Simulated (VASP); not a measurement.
Here is a VASP 6.6.1 calculation.

The input INCAR:

```
SYSTEM = PbO2
PREC = Accurate
ENCUT = 600
EDIFF = 1E-6
ISMEAR = 0
SIGMA = 0.1
LREAL = .False.
LASPH = .True.
NELM = 120
ALGO = Normal
ISIF = 2
LWAVE = .False.
LCHARG = .False.
GGA = PE
NBANDS = 20
GGA_COMPAT = .False.
```

The input KPOINTS:

```
Automatic mesh
0
Gamma
  2 2 2
  0.09 0.68 0.92
```

File POSCAR:

```
PbO2
1.0
   -0.1756186940      2.5180110007      2.5372838678
    2.5390180262     -0.0156538573      2.3773190311
    2.6915853747      2.5106135125     -0.1682212058
Pb O
1 2
Direct
    0.0000000000      0.0000000000      0.0000000000
    0.2500000000      0.2500000000      0.2500000000
    0.7500000000      0.7500000000      0.7500000000
```

Potentials or basis: VASP PAW PBE potentials, release 64 (Pb_d, O).

Command:

```bash
$ cat potpaw_PBE.64/Pb_d/POTCAR potpaw_PBE.64/O/POTCAR > POTCAR
$ mpirun -np 1 vasp_std > vasp.out
```

Task: Predict the pressure.

Result: 28.0 GPa.

Task: Estimate the band gap on the k mesh.

Result: 1.21 eV (least direct gap 2.08 eV).

Stress tensor (GPa, compression positive):
```
14.02  2.09  5.06
 2.09 35.53  1.20
 5.06  1.20 34.37
```

Caveat: the k points lie up to 1.09 Å⁻¹ apart; spin-orbit coupling is left out, which moves the levels of the heavy elements; a shifted mesh leaves out Γ, where band edges can lie. A k mesh can miss the band edges.
